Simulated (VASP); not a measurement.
Write the native input for VASP 6.6.1 that does the following.

- Task: single point
- Functional: PBE
- Potentials or basis: VASP PAW PBE potentials, release 64 (K_sv, Cl)
- Cutoff: 520 eV
- k mesh: 7 × 7 × 7
- Occupations: fermi-dirac, width 0.02 eV
- Spin: no spin polarisation
- Dipole correction: no
- Further INCAR settings: ALGO = Normal; EDIFF = 1e-06; NBANDS = 15

The structure of KCl lies in POSCAR:

```
KCl
1.0
    3.6340000000      0.0000000000      0.0000000000
    0.0000000000      3.6340000000      0.0000000000
    0.0000000000      0.0000000000      3.5613200000
K Cl
1 1
Direct
    0.0000000000      0.0000000000      0.0000000000
    0.5000000000      0.5000000000      0.5000000000
```

This cell differs from its parent crystal: zz strain of -2 %.

One way to write it, as run:

INCAR

```
PREC = Accurate
ENCUT = 520
EDIFF = 1E-6
ISMEAR = -1
SIGMA = 0.02
LREAL = F
LASPH = T
NELM = 60
ALGO = Normal
ISIF = 2
LWAVE = F
LCHARG = T
GGA = PE
LELF = T
LVHAR = T
NBANDS = 15
```

KPOINTS

```
regular mesh
0
Gamma
  7 7 7
```

Potentials or basis: VASP PAW PBE potentials, release 64 (K_sv, Cl).

The run is started by

```sh
$ cat potpaw_PBE.64/K_sv/POTCAR potpaw_PBE.64/Cl/POTCAR > POTCAR
$ mpirun -np 1 vasp_std > vasp.out
```

It gave:

```yaml
Pressure: 5.4 GPa
Band_gap_on_the_k_mesh: 5.64 eV, indirect (least direct gap 5.83 eV)
```

Caveat: the cell differs from its parent crystal (zz strain of -2 %).

Wall time 13 s on 1 thread of Intel(R) Xeon(R) Platinum 8488C (Sapphire Rapids), on a shared host, peak memory 0.17 GiB.
